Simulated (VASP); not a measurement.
The system is W.

```xyz
1
Lattice="2.8709 0.0000 0.0000 1.4354 2.4862 0.0000 1.4354 0.8287 2.3440" Properties=species:S:1:pos:R:3 pbc="T T T"
W     0.0000    0.0000    0.0000
```

Base run:

* Program: VASP 6.6.1
* Functional: PBE
* Potentials or basis: VASP PAW PBE potentials, release 64 (W_sv)
* Cutoff: 520 eV
* k mesh: 9 × 9 × 9
* Occupations: fermi-dirac, width 0.1 eV
* Spin: no spin polarisation

Its results: band gap on the k mesh zero (band 7 reaches 12.62 eV, above the bottom of band 8 at 9.70 eV); pressure -4.7 GPa.

Task: After a change of settings the same cell gave: band gap on the k mesh zero (band 7 reaches 13.17 eV, above the bottom of band 8 at 9.70 eV); pressure -3.7 GPa. Which change was it?
A. k mesh from 9 × 9 × 9 to 3 × 3 × 3
B. k mesh from 9 × 9 × 9 to 6 × 6 × 6
C. k mesh from 9 × 9 × 9 to 4 × 4 × 4; further incar settings from ALGO = Normal; EDIFF = 1e-07; NBANDS = 13 to ALGO = Normal; EDIFF = 1e-06; NBANDS = 13

Result: B.

Caveats: some runs use coarse meshes; spin-orbit coupling is left out, which moves the levels of the heavy elements.
